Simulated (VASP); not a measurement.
# Sn2As2Se (P6/mmm) in VASP: a series of runs

The runs below take Sn2As2Se through single point, relaxation of cell and atoms, with PBE.

All numbers are computed with VASP 6.6.1; they aren't measurements. Logs are shortened: lines on timing, memory, paths and dates and some standing lists are left out, and cuts for length are marked.

### 1 The cell of the first run

Symmetry: P6/mmm, No. 191, hexagonal system. The conventional cell has a = 4.292 Å, b = 4.292 Å, c = 5.191 Å, α = 90.00°, β = 90.00°, γ = 120.00°. Sn (site symmetry -6m2) has 3 Sn at 2.48 Å and 3 Se at 2.48 Å and 2 As at 2.60 Å within 3.3 Å. As (site symmetry -6m2) has 3 As at 2.48 Å and 2 Sn at 2.60 Å within 3.3 Å. Se (site symmetry 6/mmm) has 6 Sn at 2.48 Å within 3.3 Å.

The cell was generated, and may not be a known phase.

### 2 Single point, PBE

Input file INCAR:

```
PREC = Accurate
ENCUT = 520
EDIFF = 1E-6
ISMEAR = 0
SIGMA = 0.1
LREAL = F
LASPH = T
NELM = 80
ALGO = Normal
ISIF = 2
LWAVE = F
LCHARG = F
GGA = PE
NBANDS = 30
```

Input file KPOINTS:

```
Automatic mesh
0
Gamma
  6 6 4
```

Input file POSCAR:

```
Sn2As2Se
1.0
    4.2920008800      0.0000000000      0.0000000000
   -2.1460004400      3.7169817900      0.0000000000
    0.0000000000      0.0000000000      5.1909724300
Sn As Se
2 2 1
Direct
    0.3333333300      0.6666666700      0.5000000000
    0.6666666700      0.3333333300      0.5000000000
    0.3333333300      0.6666666700      0.0000000000
    0.6666666700      0.3333333300      0.0000000000
    0.0000000000      0.0000000000      0.5000000000
```

Potentials or basis: VASP PAW PBE potentials, release 64 (Sn_d, As, Se).

Launch:

```sh
> cat potpaw_PBE.64/Sn_d/POTCAR potpaw_PBE.64/As/POTCAR potpaw_PBE.64/Se/POTCAR > POTCAR
> mpirun -np 1 vasp_std > vasp.out
```

OUTCAR:

```text
PREC = Accurate
   ENCUT = 520
   EDIFF = 1E-6
   ISMEAR = 0
   LREAL = F
   LASPH = T
   NELM = 80
   ISIF = 2
   GGA = PE

 ion  position               nearest neighbor table
   1  0.333  0.667  0.500-   2 2.48   5 2.48   2 2.48   5 2.48   5 2.48   2 2.48   3 2.60   3 2.60

   2  0.667  0.333  0.500-   1 2.48   5 2.48   1 2.48   5 2.48   5 2.48   1 2.48   4 2.60   4 2.60

   3  0.333  0.667  0.000-   4 2.48   4 2.48   4 2.48   1 2.60   1 2.60
   4  0.667  0.333  0.000-   3 2.48   3 2.48   3 2.48   2 2.60   2 2.60
   5  0.000  0.000  0.500-   1 2.48   2 2.48   1 2.48   2 2.48   2 2.48   1 2.48

  LATTYP: Found a hexagonal cell.
 ALAT       =     4.2920008800
 C/A-ratio  =     1.2094527879

  Lattice vectors:

 A1 = (   4.2920008800,   0.0000000000,   0.0000000000)
 A2 = (  -2.1460004400,   3.7169817900,   0.0000000000)
 A3 = (   0.0000000000,   0.0000000000,   5.1909724300)

Analysis of symmetry for initial positions (statically):
=====================================================================
 Subroutine PRICEL returns:
 Original cell was already a primitive cell.

 Routine SETGRP: Setting up the symmetry group for a
 hexagonal supercell.

 Subroutine GETGRP returns: Found 24 space group operations
 (whereof 24 operations were pure point group operations)
 out of a pool of 24 trial point group operations.

The static configuration has the point symmetry D_6h.

Analysis of symmetry for dynamics (positions and initial velocities):
=====================================================================
 Subroutine PRICEL returns:
 Original cell was already a primitive cell.

 Routine SETGRP: Setting up the symmetry group for a
 hexagonal supercell.

 Subroutine GETGRP returns: Found 24 space group operations
 (whereof 24 operations were pure point group operations)
 out of a pool of 24 trial point group operations.

The dynamic configuration has the point symmetry D_6h.

 Subroutine INISYM returns: Found 24 space group operations
 (whereof 24 operations are pure point group operations),
 and found     1 'primitive' translations

----------------------------------------------------------------------------------------

                                     Primitive cell

  volume of cell :      82.8131

  direct lattice vectors                    reciprocal lattice vectors
     4.292000880  0.000000000  0.000000000     0.232991565  0.134517743  0.000000000
    -2.146000440  3.716981790  0.000000000     0.000000000  0.269035485  0.000000000
     0.000000000  0.000000000  5.190972430     0.000000000  0.000000000  0.192642133

  length of vectors
     4.292000880  4.292000876  5.190972430     0.269035485  0.269035485  0.192642133

  position of ions in fractional coordinates (direct lattice)
     0.333333330  0.666666670  0.500000000
     0.666666670  0.333333330  0.500000000
     0.333333330  0.666666670  0.000000000
     0.666666670  0.333333330  0.000000000
     0.000000000  0.000000000  0.500000000

  ion indices of the primitive-cell ions
   primitive index   ion index
                 1           1
                 2           2
                 3           3
                 4           4
                 5           5

----------------------------------------------------------------------------------------

 KPOINTS: Automatic mesh

Automatic generation of k-mesh.
 Grid dimensions read from file:
 generate k-points for:    6    6    4

 Generating k-lattice:

  Cartesian coordinates                     Fractional coordinates (reciprocal lattice)
     0.038831927  0.022419624  0.000000000     0.166666667 -0.000000000  0.000000000
     0.000000000  0.044839248  0.000000000     0.000000000  0.166666667  0.000000000
     0.000000000  0.000000000  0.048160533     0.000000000  0.000000000  0.250000000

  Length of vectors
     0.044839248  0.044839248  0.048160533

  Shift w.r.t. Gamma in fractional coordinates (k-lattice)
     0.000000000  0.000000000  0.000000000

 Subroutine IBZKPT returns following result:
 ===========================================

 Found     21 irreducible k-points:

 Following reciprocal coordinates:
            Coordinates               Weight
  0.000000  0.000000  0.000000      1.000000
  0.166667 -0.000000  0.000000      6.000000
  0.333333 -0.000000  0.000000      6.000000
  0.500000  0.000000  0.000000      3.000000
  0.166667  0.166667  0.000000      6.000000
  0.333333  0.166667  0.000000     12.000000
[... 13 lines left out ...]
  0.333333  0.166667  0.500000     12.000000
  0.333333  0.333333  0.500000      2.000000
   k-points           NKPTS =     21   k-points in BZ     NKDIM =     21   number of bands    NBANDS=     30
   number of dos      NEDOS =    301   number of ions     NIONS =      5
   total plane-waves  NPLWV =  40960
   dimension x,y,z NGX =    32 NGY =   32 NGZ =   40
   dimension x,y,z NGXF=    64 NGYF=   64 NGZF=   80
   ions per type =               2   2   1
[... 33 lines left out ...]
  volume/ion in A,a.u.               =      16.56       111.77
  Fermi-wavevector in a.u.,A,eV,Ry     =   1.325947  2.505676 23.920875  1.758135
  Thomas-Fermi vector in A             =   2.455370
   LORBIT       =      0    0 simple, 1 ext, 2 COOP (PROOUT), +10 PAW based schemes
   GGA     = PE    functional components
   LHFCALC =     F    Hartree Fock is set to
   AEXX    =    0.0000 exact exchange contribution
   IVDW    =     0    specifies the selected vdW correction
   LEPSILON=     F    determine dielectric tensor
   LRPA    =     F    only Hartree local field effects (RPA)
 non-spin polarized calculation
 Gauss-broadening in eV      SIGMA  =   0.10
  energy-cutoff  :      520.00
  volume of cell :       82.81
 maximum number of plane-waves:      2268
 NGX is ok and might be reduce to    32
   NGX = 15   NGY = 15   NGZ = 19

 number of electron      43.9999997 magnetization

 Free energy of the ion-electron system (eV)
  ---------------------------------------------------
  ext. energy  EPLUGINS =         0.00000000
  ---------------------------------------------------
  free energy    TOTEN  =       -10.54805476 eV

  energy without entropy =      -10.53014713  energy(sigma->0) =      -10.53910094

 E-fermi :  11.3739     XC(G=0): -11.7608

 val. band max:       11.3368588336   @ k =   0.3333   0.1667   0.2500
 cond. band min:      11.4044490962   @ k =   0.0000   0.0000   0.5000
 fundamental gap:      0.0675902626
 Fermi energy:        11.3739123298

 k-point     1 :       0.0000    0.0000    0.0000
  band No.  band energies     occupation
      1     -11.9067      2.00000
      2     -11.6676      2.00000
      3     -11.6676      2.00000
      4     -11.3951      2.00000
      5     -11.3951      2.00000
      6     -11.3931      2.00000
[... 22 lines left out ...]
     29      16.5362      0.00000
     30      16.5364      0.00000

 k-point     2 :       0.1667   -0.0000    0.0000
  band No.  band energies     occupation
      1     -11.8931      2.00000
      2     -11.8361      2.00000
      3     -11.8025      2.00000
      4     -11.4103      2.00000
      5     -11.3763      2.00000
      6     -11.2428      2.00000
[... 22 lines left out ...]
     29      17.7681      0.00000
     30      17.8363      0.00000

 k-point     3 :       0.3333   -0.0000    0.0000
  band No.  band energies     occupation
      1     -12.0828      2.00000
      2     -12.0065      2.00000
      3     -11.7320      2.00000
      4     -11.4384      2.00000
      5     -11.3334      2.00000
      6     -11.0898      2.00000
[... 22 lines left out ...]
     29      18.2714      0.00000
     30      19.1215      0.00000

 k-point     4 :       0.5000    0.0000    0.0000
  band No.  band energies     occupation
      1     -12.1725      2.00000
      2     -12.0678      2.00000
      3     -11.6846      2.00000
      4     -11.4514      2.00000
      5     -11.3075      2.00000
      6     -11.0566      2.00000
[... 517 lines left out ...]
     29      16.8682      0.00000
     30      18.8647      0.00000

 k-point    20 :       0.3333    0.1667    0.5000
  band No.  band energies     occupation
      1     -12.2800      2.00000
      2     -11.9112      2.00000
      3     -11.7173      2.00000
      4     -11.4736      2.00000
      5     -11.2737      2.00000
      6     -11.0551      2.00000
[... 22 lines left out ...]
     29      16.9609      0.00000
     30      17.3501      0.00000

 k-point    21 :       0.3333    0.3333    0.5000
  band No.  band energies     occupation
      1     -12.3739      2.00000
      2     -11.7867      2.00000
      3     -11.7867      2.00000
      4     -11.4944      2.00000
      5     -11.1639      2.00000
      6     -11.1639      2.00000
[... 22 lines left out ...]
     29      17.6012      0.00000
     30      17.6012      0.00000

------------------------ aborting loop because EDIFF is reached ----------------------------------------

  FORCE on cell =-STRESS in cart. coord.  units (eV):
  Direction    XX          YY          ZZ          XY          YZ          ZX
  --------------------------------------------------------------------------------------
  -------------------------------------------------------------------------------------
  Total       52.4627854     52.4627852     23.0231178      0.0000000      0.0000000      0.0000000
  in kB     1014.9928177   1014.9928149    445.4262015      0.0000000      0.0000000      0.0000000
  external PRESSURE =     825.1372780 kB  Pullay stress =       0.0000000 kB

 VOLUME and BASIS-vectors are now :
 -----------------------------------------------------------------------------
  energy-cutoff  :      520.00
  volume of cell :       82.81
      direct lattice vectors                 reciprocal lattice vectors
     4.292000880  0.000000000  0.000000000     0.232991565  0.134517743  0.000000000
    -2.146000440  3.716981790  0.000000000     0.000000000  0.269035485  0.000000000
     0.000000000  0.000000000  5.190972430     0.000000000  0.000000000  0.192642133

 POSITION                                       TOTAL-FORCE (eV/Angst)
 -----------------------------------------------------------------------------------
     -0.00000      2.47799      2.59549        -0.000000     -0.000000      0.000000
      2.14600      1.23899      2.59549        -0.000000      0.000000      0.000000
     -0.00000      2.47799      0.00000         0.000000     -0.000000      0.000000
      2.14600      1.23899      0.00000        -0.000000      0.000000      0.000000
      0.00000      0.00000      2.59549         0.000000      0.000000      0.000000
 -----------------------------------------------------------------------------------
    total drift:                               -0.000000      0.000000     -0.000000

  FREE ENERGIE OF THE ION-ELECTRON SYSTEM (eV)
  ---------------------------------------------------
  free  energy   TOTEN  =       -10.5480547594 eV

  energy  without entropy=      -10.5301471291  energy(sigma->0) =      -10.53910094
```

Wall time 76 s (1 thread of Oxide Virtual Turin-like, shared host); peak memory 0.18 GiB.

Results:

| Property | Result |
| --- | --- |
| Free energy | -10.5481 eV |
| Pressure | 82.5 GPa |
| Band gap on the k mesh | zero (bands 22 and 23 overlap by 3.25 eV) |

Caveat: the stress differs along the axes, from 45 to 101 GPa; spin-orbit coupling is left out, which moves the levels of the heavy elements.

### 3 Single point, PBE

This run uses another cell than the first one, of 27.02 Å³/atom.

Input file INCAR:

```
SYSTEM = Sn2As2Se
PREC = Accurate
ENCUT = 520
EDIFF = 1E-7
ISMEAR = 0
SIGMA = 0.1
LREAL = .False.
LASPH = .True.
NELM = 80
ALGO = Normal
ISIF = 2
LWAVE = .False.
LCHARG = .False.
GGA = PE
NBANDS = 30
```

Input file KPOINTS:

```
Automatic mesh
0
Gamma
  6 6 4
  0 0 0
```

Input file POSCAR:

```
Sn2As2Se
1.0
    5.1700549317      0.0000000000      0.0000000000
   -2.5850274658      4.4773989098      0.0000000000
    0.0000000000      0.0000000000      5.8372758903
Sn As Se
2 2 1
Direct
    0.3333333333      0.6666666667      0.5000000000
    0.6666666667      0.3333333333      0.5000000000
    0.3333333333      0.6666666667      0.0000000000
    0.6666666667      0.3333333333      0.0000000000
    0.0000000000      0.0000000000      0.5000000000
```

Potentials or basis: VASP PAW PBE potentials, release 64 (Sn_d, As, Se).

Launch:

```sh
> cat potpaw_PBE.64/Sn_d/POTCAR potpaw_PBE.64/As/POTCAR potpaw_PBE.64/Se/POTCAR > POTCAR
> mpirun -np 1 vasp_std > vasp.out
```

Run time: 2.4 min. Hardware: 1 thread of Oxide Virtual Turin-like, shared host; peak memory 0.27 GiB.

It converged, with:

```yaml
Free_energy: -19.6361 eV
Pressure: 0.0 GPa
Band_gap_on_the_k_mesh: zero (bands 22 and 23 overlap by 1.69 eV)
```

Levels at points of the mesh, in eV from the Fermi level:
| k point | band 20 | band 21 | band 22 | band 23 | band 24 | band 25 |
| --- | --- | --- | --- | --- | --- | --- |
| (0.00, 0.00, 0.00) | -2.95 | -1.56 | -0.87 | -0.87 | -0.84 | 1.12 |
| (0.50, 0.00, 0.00) | -1.94 | -1.47 | -0.14 | 1.44 | 2.03 | 2.13 |
| (0.00, 0.00, 0.50) | -2.44 | -2.02 | -2.02 | -0.78 | 0.76 | 0.76 |
| (0.50, 0.00, 0.50) | -0.64 | 0.39 | 0.63 | 1.11 | 1.47 | 1.78 |

Caveat: spin-orbit coupling is left out, which moves the levels of the heavy elements.

### 4 Relaxation of cell and atoms, PBE

Input file INCAR:

```
PREC = Accurate
ENCUT = 600
EDIFF = 1E-7
ISMEAR = 0
SIGMA = 0.1
LREAL = F
LASPH = T
NELM = 100
ALGO = Fast
ISIF = 3
LWAVE = F
LCHARG = F
GGA = PE
IBRION = 2
NSW = 90
EDIFFG = -0.04
```

Input file KPOINTS:

```
Automatic mesh
0
Gamma
  6 6 4
```

Input file POSCAR:

```
Sn2As2Se
1.0
    4.2920008800      0.0000000000      0.0000000000
   -2.1460004400      3.7169817900      0.0000000000
    0.0000000000      0.0000000000      5.1909724300
Sn As Se
2 2 1
Direct
    0.3333333300      0.6666666700      0.5000000000
    0.6666666700      0.3333333300      0.5000000000
    0.3333333300      0.6666666700      0.0000000000
    0.6666666700      0.3333333300      0.0000000000
    0.0000000000      0.0000000000      0.5000000000
```

Launch:

```sh
> cat potpaw_PBE.64/Sn_d/POTCAR potpaw_PBE.64/As/POTCAR potpaw_PBE.64/Se/POTCAR > POTCAR
> mpirun -np 1 vasp_std > vasp.out
```

Run time: 22 min. Hardware: 1 thread of Oxide Virtual Turin-like, shared host; peak memory 0.23 GiB.

Results (log left out):

| Property | Result |
| --- | --- |
| Free energy | -19.6276 eV |
| Relaxed volume | 27.11 Å³/atom |
| Relaxed cell | a = 5.177 Å, b = 5.177 Å, c = 5.840 Å, α = 90.00°, β = 90.00°, γ = 120.00° |
| Space group after relaxing (to 0.1 Å) | P6/mmm (No. 191) |
| Energy gained by relaxing | 1815.8 meV/atom |
| Ionic steps | 8 |
| Pressure after relaxing | -0.1 GPa |
| Band gap on the k mesh | zero (bands 22 and 23 overlap by 1.69 eV) |

Stress tensor (GPa, compression positive):
```
-0.19  0.00  0.00
 0.00 -0.19  0.00
 0.00  0.00 -0.06
```

Step by step:
```
step  energy change (eV)  largest force (eV/Å)  pressure (GPa)  volume (Å³)
   1              0.0000                0.0000           82.53        82.81
   2             -4.8804                0.0000           -7.69       229.66
   3             -9.0035                0.0000           -0.62       137.50
   4             -9.0165                0.0000           -0.37       135.84
   5             -9.0306                0.0000            1.17       131.91
   6             -9.0332                0.0000            0.61       133.22
   7             -9.0782                0.0000           -0.07       135.26
   8             -9.0790                0.0000           -0.15       135.56
```

Final structure:
```
Sn As Se
1.0
     5.17738    0.00000    0.00000
    -2.58869    4.48374    0.00000
     0.00000    0.00000    5.83959
Sn As Se
2 2 1
Direct
  0.33333 0.66667 0.50000
  0.66667 0.33333 0.50000
  0.33333 0.66667 0.00000
  0.66667 0.33333 0.00000
  0.00000 0.00000 0.50000
```

Levels at points of the mesh, in eV from the Fermi level:
| k point | band 19 | band 20 | band 21 | band 22 | band 23 | band 24 | band 25 | band 26 |
| --- | --- | --- | --- | --- | --- | --- | --- | --- |
| (0.00, 0.00, 0.00) | -3.20 | -2.96 | -1.55 | -0.85 | -0.85 | -0.83 | 1.12 | 1.12 |
| (0.50, 0.00, 0.00) | -2.57 | -1.93 | -1.45 | -0.15 | 1.43 | 2.03 | 2.13 | 2.29 |
| (0.00, 0.00, 0.50) | -2.51 | -2.42 | -2.01 | -2.01 | -0.76 | 0.77 | 0.77 | 1.21 |
| (0.50, 0.00, 0.50) | -1.32 | -0.63 | 0.39 | 0.64 | 1.11 | 1.46 | 1.77 | 2.31 |

Caveat: the volume moved by over 15 % at a fixed basis, so the end points are rough; spin-orbit coupling is left out, which moves the levels of the heavy elements.

### 5 Single point, PBE

This run uses another cell than the first one, of 26.97 Å³/atom.

Input file INCAR:

```
SYSTEM = Sn2As2Se
PREC     = Accurate       ! precision mode
ENCUT    = 520            ! plane-wave cutoff, eV
EDIFF    = 1E-7           ! SCF threshold, eV
ISMEAR   = 0              ! smearing method
SIGMA    = 0.1            ! smearing width, eV
LREAL    = .False.        ! projectors in reciprocal space
LASPH    = .True.         ! aspherical terms in the spheres
NELM     = 80             ! most SCF steps
ALGO     = Fast           ! electronic algorithm
ISIF     = 2              ! what is computed and relaxed
LWAVE    = .False.        ! write WAVECAR
LCHARG   = .False.        ! write CHGCAR
GGA      = PE             ! functional
NBANDS   = 30             ! bands
```

Input file KPOINTS:

```
Automatic mesh
0
Gamma
  12 12 6
  0 0 0
```

Input file POSCAR:

```
Sn2As2Se
1.0
    5.1694536792      0.0000000000      0.0000000000
   -2.5847268396      4.4768782099      0.0000000000
    0.0000000000      0.0000000000      5.8273954394
Sn As Se
2 2 1
Direct
    0.3333333333      0.6666666667      0.5000000000
    0.6666666667      0.3333333333      0.5000000000
    0.3333333333      0.6666666667      0.0000000000
    0.6666666667      0.3333333333      0.0000000000
    0.0000000000      0.0000000000      0.5000000000
```

Launch:

```sh
> cat potpaw_PBE.64/Sn_d/POTCAR potpaw_PBE.64/As/POTCAR potpaw_PBE.64/Se/POTCAR > POTCAR
> mpirun -np 1 vasp_std > vasp.out
```

It took 6.8 min on 1 thread of Oxide Virtual Turin-like, shared host; peak memory 0.43 GiB.

It converged, with:

* Free energy: -19.5658 eV
* Pressure: 0.0 GPa
* Band gap on the k mesh: zero (bands 22 and 23 overlap by 1.72 eV)

Levels at points of the mesh, in eV from the Fermi level:
| k point | band 18 | band 19 | band 20 | band 21 | band 22 | band 23 | band 24 | band 25 | band 26 | band 27 |
| --- | --- | --- | --- | --- | --- | --- | --- | --- | --- | --- |
| (0.00, 0.00, 0.00) | -3.16 | -3.16 | -2.85 | -1.52 | -0.78 | -0.78 | -0.76 | 1.17 | 1.17 | 5.36 |
| (0.50, 0.00, 0.00) | -3.13 | -2.53 | -1.89 | -1.39 | -0.05 | 1.49 | 2.13 | 2.23 | 2.35 | 4.19 |
| (0.00, 0.00, 0.50) | -2.48 | -2.48 | -2.35 | -1.93 | -1.93 | -0.71 | 0.81 | 0.81 | 1.29 | 2.60 |
| (0.50, 0.00, 0.50) | -2.72 | -1.27 | -0.57 | 0.46 | 0.72 | 1.20 | 1.52 | 1.87 | 1.94 | 2.39 |

Caveat: spin-orbit coupling is left out, which moves the levels of the heavy elements.

### 6 The runs side by side

```tsv
task	cell	k mesh	cutoff (eV)	gap on the mesh (eV)	pressure (GPa)
single point	a = 4.292, b = 4.292, c = 5.191 Å, angles 90.0, 90.0, 120.0°, 5 atoms	6 × 6 × 4	520	none	82.5
single point	a = 5.170, b = 5.170, c = 5.837 Å, angles 90.0, 90.0, 120.0°, 5 atoms	6 × 6 × 4	520	none	0.0
relaxation of cell and atoms	relaxed from a = 4.292, b = 4.292, c = 5.191 Å, angles 90.0, 90.0, 120.0°, 5 atoms	6 × 6 × 4	600	none	-0.1
single point	a = 5.169, b = 5.169, c = 5.827 Å, angles 90.0, 90.0, 120.0°, 5 atoms	12 × 12 × 6	520	none	0.0
```

Alike in all rows: level PBE; potentials or basis VASP PAW PBE potentials, release 64 (Sn_d, As, Se); no spin polarisation; smearing gaussian 0.1 eV.

Caveats: spin-orbit coupling is left out, which moves the levels of the heavy elements; the stress differs along the axes, from 45 to 101 GPa (at least some runs); the volume moved by over 15 % at a fixed basis, so the end points are rough (at least some runs).

Absolute energies hang on the potentials; compare differences alone.

The gap in the log of VASP goes by the Fermi energy; the results here count the filled bands.